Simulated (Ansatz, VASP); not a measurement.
# Ag: VASP beside Ansatz

File INCAR:

```
PREC = Accurate
ENCUT = 520
EDIFF = 1E-6
ISMEAR = -1
SIGMA = 0.1
LREAL = F
LASPH = T
NELM = 80
ALGO = Normal
ISIF = 2
LWAVE = F
LCHARG = T
LELF = T
LVHAR = T
NBANDS = 12
```

KPOINTS

```
regular mesh
0
Gamma
  22 22 22
```

POSCAR

```
Ag
1.0
    0.0000000000      2.0516201893      2.0516201893
    2.0516201893      0.0000000000      2.0516201893
    2.0516201893      2.0516201893      0.0000000000
Ag
1
Direct
    0.0000000000      0.0000000000      0.0000000000
```

Input for Ansatz:

```yaml
crystal:
  lattice:
    - [0.0, 2.0516201893, 2.0516201893]
    - [2.0516201893, 0.0, 2.0516201893]
    - [2.0516201893, 2.0516201893, 0.0]
  atoms:
    - { symbol: Ag, position: [0.0, 0.0, 0.0] }
hamiltonian:
  xc: lda
  pseudopotentials:
    kind: paw
    azcp:
      Ag: "pseudopotentials/Ag.paw.azcp"
basis:
  ecutwfc: 420
  fft_grid_basis: typed
kpoints:
  mp_grid: { grid: [22, 22, 22], shift: [0, 0, 0] }
magnetization:
  spin_polarized: false
scf:
  occupations: { method: fermi_dirac, width: 0.1 }
output:
  stress: true
```

Alike in both runs: task single point; functional LDA; k mesh 22 × 22 × 22; occupations fermi-dirac, width 0.1 eV; no spin polarisation.

|  | VASP | Ansatz |
| --- | --- | --- |
| version | VASP 6.6.1 | Ansatz 0.2.0 |
| potentials or method | VASP PAW LDA potentials, release 64 (Ag), cutoff 520 eV | plane waves (420 eV) with PAW, scalar-relativistic |
| valence electrons in the cell | 11 | 19 |

Ansatz gave:

```
pressure (GPa) : -8.5
```

Task: Estimate VASP's values.

Result: Pressure (GPa): -8.3.

Ansatz warns that its potentials were made for another functional, while VASP's fit it. LDA's correlation is that of Perdew and Zunger in VASP and of Perdew and Wang (1992) in Ansatz. VASP's potentials hold 11 valence electrons a cell and Ansatz's 19, so a difference there can come from the potentials and not from the codes.
